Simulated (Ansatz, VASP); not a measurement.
**Ta3Ga: VASP beside Ansatz**

```
CELL_PARAMETERS angstrom
4.11858 0.00000 0.00000
0.00000 4.11858 0.00000
0.00000 0.00000 4.11858
ATOMIC_POSITIONS crystal
Ta 0.00000 0.50000 0.50000
Ta 0.50000 0.00000 0.50000
Ta 0.50000 0.50000 0.00000
Ga 0.00000 0.00000 0.00000
```

Alike in both runs: functional PBE; k mesh 12 × 12 × 12; occupations gaussian, width 0.1 eV; no spin polarisation.

Ansatz relaxed the structure, and its values are those at the end. VASP's run is a single point on that final structure, the one shown.

|  | VASP | Ansatz |
| --- | --- | --- |
| version | VASP 6.6.1 | Ansatz 0.2.0 |
| potentials or method | VASP PAW PBE potentials, release 64 (Ta_pv, Ga_d), cutoff 520 eV | scalar-relativistic, plane waves, PAW |
| valence electrons in the cell | 46 | 52 |

|  | VASP | Ansatz | Ansatz less VASP |
| --- | --- | --- | --- |
| gap on the k mesh at the Fermi level (eV) | none | none | - |
| pressure (GPa) | 0.1 | 0.0 | -0.16 |

A gap of «none» marks a metal or a gap that the smearing closes. With one functional, cell and mesh, what is left measures potentials, basis and numerics. VASP's potentials hold 46 valence electrons a cell and Ansatz's 52, so a difference there can come from the potentials and not from the codes.

Spin-orbit coupling is off throughout.
